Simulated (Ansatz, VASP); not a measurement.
# Rh in VASP and in Ansatz

```
Rh
1.0
     0.00000    1.90155    1.90155
     1.90155    0.00000    1.90155
     1.90155    1.90155    0.00000
Rh
1
Direct
  0.00000 0.00000 0.00000
```

Alike in both runs: task single point; functional r2SCAN; k mesh 8 × 8 × 8; occupations gaussian, width 0.15 eV; no spin polarisation.

|  | VASP | Ansatz |
| --- | --- | --- |
| version | VASP 6.6.1 | Ansatz 0.2.0 |
| potentials or method | VASP PAW PBE potentials, release 64 (Rh_sv_GW), cutoff 580 eV | scalar-relativistic, plane waves, PAW |
| valence electrons in the cell | 17 | 17 |

```tsv
	VASP	Ansatz	Ansatz less VASP
gap on the k mesh at the Fermi level (eV)	none	none	-
pressure (GPa)	-1.4	0.2	+1.60
```

VASP's potentials were made for PBE, not for r2SCAN. A gap of «none» marks a metal or a gap that the smearing closes.
